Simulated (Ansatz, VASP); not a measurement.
## Pd in VASP and in Ansatz

The input INCAR:

```
PREC = Accurate
ENCUT = 520
EDIFF = 1E-6
ISMEAR = -1
SIGMA = 0.05
LREAL = False
LASPH = True
NELM = 150
ALGO = Normal
ISIF = 2
LWAVE = False
LCHARG = False
ISPIN = 2
MAGMOM = 0.5
LORBIT = 11
LMAXMIX = 4
GGA = RP
NBANDS = 15
```

Contents of KPOINTS:

```
Automatic mesh
0
Gamma
  13 13 13
```

POSCAR

```
Pd
1.0
    2.7452583188      0.0000000000      0.0000000000
    0.0000000000      2.7452583188      0.0000000000
    0.0000000000      0.0000000000      2.7452583188
Pd
1
Direct
    0.0000000000      0.0000000000      0.0000000000
```

Input for Ansatz:

```yaml
crystal:
  lattice:
    - [2.7452583188, 0.0, 0.0]
    - [0.0, 2.7452583188, 0.0]
    - [0.0, 0.0, 2.7452583188]
  atoms:
    - { symbol: Pd, position: [0.0, 0.0, 0.0], spin: 0.5 }
hamiltonian:
  xc: rpbe
  pseudopotentials:
    kind: paw
    azcp:
      Pd: "pseudopotentials/Pd.paw.azcp"
basis:
  ecutwfc: 420
  fft_grid_basis: typed
kpoints:
  mp_grid: { grid: [13, 13, 13], shift: [0, 0, 0] }
magnetization:
  spin_polarized: true
scf:
  occupations: { method: fermi_dirac, width: 0.05 }
  lower_state_search: "off"
output:
  stress: true
```

Alike in both runs: task single point; functional RPBE; k mesh 13 × 13 × 13; occupations fermi-dirac, width 0.05 eV; collinear spin.

```csv
,VASP,Ansatz
version,VASP 6.6.1,Ansatz 0.2.0
potentials or method,"VASP PAW PBE potentials, release 64 (Pd), cutoff 520 eV","plane waves (420 eV) with PAW, scalar-relativistic"
valence electrons in the cell,10,18
```

Ansatz gave:

```
pressure (GPa)           : -8.7
net moment per atom (μB) : 0.00
```

What did VASP give for the same quantities?

Pressure (GPa): -8.8; net moment per atom (μB): 0.00.

VASP's potentials were made for PBE, not for RPBE. VASP's potentials hold 10 valence electrons a cell and Ansatz's 18, so a difference there can come from the potentials and not from the codes. Ansatz's warnings: seeded moment not kept.
